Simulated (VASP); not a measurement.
## Te2Mo: single point with r2SCAN

The system is Te2Mo.

```
CELL_PARAMETERS angstrom
1.75095 1.01091 7.06877
-1.75095 1.01091 7.06877
0.00000 -2.02183 7.06877
ATOMIC_POSITIONS crystal
Mo 0.00000 0.00000 0.00000
Te 0.24656 0.24656 0.24656
Te 0.75344 0.75344 0.75344
```

* Program: VASP 6.6.1
* Task: single point
* Functional: r2SCAN
* Potentials or basis: VASP PAW PBE potentials, release 64 (Mo_sv, Te)
* Cutoff: 520 eV
* k mesh: 6 × 6 × 6
* Occupations: fermi-dirac, width 0.02 eV
* Spin: no spin polarisation

```
Pressure               : 1.3 GPa
Largest force          : 0.009 eV/Å
Band gap on the k mesh : 0.03 eV (least direct gap 0.39 eV)
```

Forces on the atoms (eV/Å):
```
Mo   0.000  0.000  0.000
Te   0.000  0.000 -0.009
Te   0.000  0.000  0.009
```

Stress tensor (GPa, compression positive):
```
1.28 0.00 0.00
0.00 1.28 0.00
0.00 0.00 1.40
```

Levels at points of the mesh, in eV from the valence-band top:
```
           k point  band 9  band 10  band 11  band 12  band 13  band 14  band 15  band 16  band 17  band 18
(0.00, 0.00, 0.00)   -2.64    -1.62    -1.30    -0.83    -0.83     1.51     1.51     3.66     3.66     6.12
(0.50, 0.00, 0.00)   -4.42    -3.16    -2.50    -1.87    -0.61     0.76     1.33     2.82     2.82     5.10
(0.50, 0.50, 0.00)   -3.74    -3.06    -2.64    -2.07    -0.95     0.76     1.08     3.45     3.47     4.14
(0.50, 0.50, 0.50)   -2.62    -2.62    -0.83    -0.83    -0.57     1.32     1.32     3.89     3.89     6.42
```

It took 15 min on 1 thread of Intel(R) Xeon(R) 6975P-C (Granite Rapids) (shared host), peak memory 0.48 GiB.

Caveat: semilocal functionals underestimate gaps, and a narrow one can read as zero; the PAW data sets were made with another functional, which shifts forces and pressure a little; spin-orbit coupling is left out, which moves the levels of the heavy elements. A k mesh can miss the band edges.
